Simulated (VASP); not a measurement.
Here is a VASP 6.6.1 calculation.

File INCAR:

```
SYSTEM = Ca
PREC = Accurate
ENCUT = 520
EDIFF = 1E-6
ISMEAR = -1
SIGMA = 0.1
LREAL = .FALSE.
LASPH = .TRUE.
NELM = 60
ALGO = Normal
ISIF = 2
LWAVE = .FALSE.
LCHARG = .FALSE.
GGA = PE
NBANDS = 11
```

The input KPOINTS:

```
Automatic mesh
0
G
  12 12 12
  0 0 0
```

File POSCAR:

```
Ca
1.0
    2.7955397159      0.0000000000      0.0000000000
    0.0000000000      2.7955397159      0.0000000000
    0.0000000000      0.0000000000      2.7955397159
Ca
1
Direct
    0.0000000000      0.0000000000      0.0000000000
```

Potentials or basis: VASP PAW PBE potentials, release 64 (Ca_sv).

Command:

```console
$ cat potpaw_PBE.64/Ca_sv/POTCAR > POTCAR
$ mpirun -np 1 vasp_std > vasp.out
```

**Question.** Estimate the band gap on the k mesh.

**Answer.** Zero (band 5 reaches 5.15 eV, above the bottom of band 6 at 5.08 eV).

**Question.** What does it give for the pressure?

**Answer.** 23.6 GPa.
